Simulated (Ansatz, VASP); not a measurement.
Two plane-wave programs on F

The input INCAR:

```
PREC = Accurate ; ENCUT = 520
EDIFF = 1E-7 ; ISMEAR = 0
SIGMA = 0.05 ; LREAL = False
LASPH = True ; NELM = 60
ALGO = Normal ; ISIF = 2
LWAVE = False ; LCHARG = False
GGA = PS ; NBANDS = 22
```

KPOINTS

```
regular mesh
0
Gamma
  4 4 2
```

File POSCAR:

```
F
1.0
    3.0589019356     -1.8154231508     -0.2359289060
    3.0589019356      1.8154231508     -0.2359289060
   -2.2828896347      0.0000000000      7.2631592929
F
4
Direct
    0.0848459664      0.0848459664      0.0940038325
    0.9151540336      0.9151540336      0.9059961675
    0.5015719855      0.5015719855      0.5937195244
    0.4984280145      0.4984280145      0.4062804756
```

Input for Ansatz:

```yaml
crystal:
  lattice:
    - [3.0589019356, -1.8154231508, -0.235928906]
    - [3.0589019356, 1.8154231508, -0.235928906]
    - [-2.2828896347, 0.0, 7.2631592929]
  atoms:
    - { symbol: F, position: [0.0848459664, 0.0848459664, 0.0940038325] }
    - { symbol: F, position: [0.9151540336, 0.9151540336, 0.9059961675] }
    - { symbol: F, position: [0.5015719855, 0.5015719855, 0.5937195244] }
    - { symbol: F, position: [0.4984280145, 0.4984280145, 0.4062804756] }
basis:
  ecutwfc: 520.0
kpoints:
  mp_grid: { grid: [4, 4, 2] }
hamiltonian:
  xc: pbesol
scf:
  occupations: { method: gaussian, width: 0.05 }
output:
  forces: true
  stress: true
  eigenvalues: true
```

Change from the starting cell: volume 19.678 Å^3 an atom, stretch along a over the lengths across it, relative to the relaxed cell 0.9684.

Alike in both runs: task single point; functional PBEsol; k mesh 4 × 4 × 2; occupations gaussian, width 0.05 eV; no spin polarisation.

|  | VASP | Ansatz |
| --- | --- | --- |
| version | VASP 6.6.1 | Ansatz 0.2.0 |
| potentials or method | VASP PAW PBE potentials, release 64 (F), cutoff 520 eV | scalar-relativistic, plane waves, PAW |
| valence electrons in the cell | 28 | 28 |

VASP gave:

| Item | Value |
| --- | --- |
| gap on the k mesh at the Fermi level (eV) | 2.78 |
| least direct gap on the mesh (eV) | 2.86 |
| pressure (GPa) | -1.2 |
| traceless stress, the component that is largest in VASP (GPa) | -1.01 |
| rms of the force components (eV/Å) | 0.182 |

Q: What did Ansatz give for the same quantities?

A: gap on the k mesh at the Fermi level (eV): 2.86; least direct gap on the mesh (eV): 2.93; pressure (GPa): -1.4; traceless stress, the component that is largest in VASP (GPa): -2.26; rms of the force components (eV/Å): 0.407.

VASP's potentials were made for PBE, not for PBEsol. Atom by atom the forces differ by 0.226 eV/Å (rms over components). One of these differences is far larger than is usual between the two programs; its cause wasn't traced.

The k mesh is coarse, so the values compare programs but aren't converged.
